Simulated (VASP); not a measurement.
A run of VASP 6.6.1 is set up as follows.

File INCAR:

```
SYSTEM = Si4O
  ALGO = Normal
  EDIFF = 1E-6
  EDIFFG = -0.01
  ENCUT = 600
  GGA = PE
  IBRION = 2
  ISIF = 3
  ISMEAR = 0
  LASPH = .TRUE.
  LCHARG = .FALSE.
  LREAL = .FALSE.
  LWAVE = .FALSE.
  NELM = 80
  NSW = 100
  PREC = Accurate
  SIGMA = 0.1
```

Contents of KPOINTS:

```
k-points
0
G
  10 10 10
  0 0 0
```

File POSCAR:

```
Si4O
1.0
    4.1399645400      0.0000000000      0.0000000000
    0.0000000000      4.1399645400      0.0000000000
    0.0000000000      0.0000000000      4.1399645400
Si O
4 1
Direct
    0.0000000000      0.0000000000      0.0000000000
    0.5000000000      0.5000000000      0.0000000000
    0.5000000000      0.0000000000      0.5000000000
    0.0000000000      0.5000000000      0.5000000000
    0.5000000000      0.5000000000      0.5000000000
```

Potentials or basis: VASP PAW PBE potentials, release 64 (Si, O).

Launch:

```sh
$ cat potpaw_PBE.64/Si/POTCAR potpaw_PBE.64/O/POTCAR > POTCAR
$ mpirun -np 1 vasp_std > vasp.out
```

**Question.** What does it give for the band gap on the k mesh?

**Answer.** Zero (bands 11 and 12 overlap by 1.08 eV).

**Question.** Estimate the relaxed cell.

**Answer.** a = 4.174 Å, b = 4.174 Å, c = 4.174 Å, α = 90.00°, β = 90.00°, γ = 90.00°.

Final structure:
```
Si O
1.0
     4.17432    0.00000    0.00000
     0.00000    4.17432    0.00000
     0.00000    0.00000    4.17432
Si O
4 1
Direct
  0.00000 0.00000 0.00000
  0.50000 0.50000 0.00000
  0.50000 0.00000 0.50000
  0.00000 0.50000 0.50000
  0.50000 0.50000 0.50000
```
